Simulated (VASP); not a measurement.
Here is a VASP 6.6.1 calculation.

File INCAR:

```
  PREC = Accurate
  ENCUT = 520
  EDIFF = 1E-6
  ISMEAR = 0
  SIGMA = 0.01
  LREAL = False
  LASPH = True
  NELM = 60
  ALGO = Normal
  ISIF = 2
  LWAVE = False
  LCHARG = False
  NBANDS = 35
```

The input KPOINTS:

```
regular mesh
0
Gamma
  6 6 9
```

The input POSCAR:

```
SnO2
1.0
    4.7380000000      0.0000000000      0.0000000000
    0.0000000000      4.7380000000      0.0000000000
    0.0000000000      0.0000000000      3.1865000000
Sn O
2 4
Direct
    0.0000000000      0.0000000000      0.0000000000
    0.5000000000      0.5000000000      0.5000000000
    0.3071000000      0.3071000000      0.0000000000
    0.1929000000      0.8071000000      0.5000000000
    0.6929000000      0.6929000000      0.0000000000
    0.8071000000      0.1929000000      0.5000000000
```

Potentials or basis: VASP PAW LDA potentials, release 64 (Sn_d, O).

Launch:

```bash
$ cat potpaw_LDA.64/Sn_d/POTCAR potpaw_LDA.64/O/POTCAR > POTCAR
$ mpirun -np 1 vasp_std > vasp.out
```

(1) Predict the band gap on the k mesh.

(2) Predict the pressure.

(3) Predict the largest force.

## Answers

(1) 1.17 eV, direct.

(2) 0.3 GPa.

(3) 0.181 eV/Å.

Caveat: spin-orbit coupling is left out, which moves the levels of the heavy elements.
